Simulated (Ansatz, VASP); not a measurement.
# One calculation of Au, two programs

Contents of INCAR:

```
  ALGO = Normal
  EDIFF = 1E-6
  ENCUT = 500
  GGA = PE
  GGA_COMPAT = False
  ISIF = 2
  ISMEAR = -1
  LASPH = True
  LCHARG = False
  LMAXMIX = 4
  LORBIT = 11
  LORBMOM = True
  LREAL = False
  LSORBIT = True
  LWAVE = False
  MAGMOM = 0 0 0
  NBANDS = 22
  NELM = 200
  PREC = Accurate
  SIGMA = 0.15
```

KPOINTS

```
k-points
0
Gamma
  4 4 4
```

File POSCAR:

```
Au
1.0
    0.0000000000      2.0661391800      2.0661391800
    2.0661391800      0.0000000000      2.0661391800
    2.0661391800      2.0661391800      0.0000000000
Au
1
Direct
    0.0000000000      0.0000000000      0.0000000000
```

Input for Ansatz:

```yaml
crystal:
  lattice:
    - [0.0, 2.06613918, 2.06613918]
    - [2.06613918, 0.0, 2.06613918]
    - [2.06613918, 2.06613918, 0.0]
  atoms:
    - { symbol: Au, position: [0, 0, 0] }
kpoints:
  mp_grid: { grid: [4, 4, 4] }
hamiltonian:
  xc: pbe
  pseudopotentials: { kind: paw_fr, source: ansatz }
scf:
  occupations: { method: fermi_dirac, width: 0.15 }
  convergence: { dr2_threshold: "1e-9 eV" }
  max_iter: 300
output:
  forces: true
  stress: true
magnetization:
  noncollinear: true
  spin_orbit: true
```

Alike in both runs: task single point; functional PBE; k mesh 4 × 4 × 4; occupations fermi-dirac, width 0.15 eV; non-collinear spin, spin-orbit coupling.

```csv
,VASP,Ansatz
version,VASP 6.6.1,Ansatz 0.2.0 development build
potentials or method,"VASP PAW PBE potentials, release 64 (Au)","plane waves, PAW datasets (hand-made set)"
plane-wave cutoff (eV),500,617
valence electrons in the cell,11,19
```

|  | VASP | Ansatz | Ansatz less VASP |
| --- | --- | --- | --- |
| net moment per atom (μB) | 0.00 | 0.00 | 0.000 |

With one functional, cell and mesh, what is left measures potentials, basis and numerics. VASP's potentials hold 11 valence electrons a cell and Ansatz's 19, so a difference there can come from the potentials and not from the codes. Ansatz's warnings: stress scf threshold loose.

The k mesh is coarse, so the values compare programs but aren't converged.
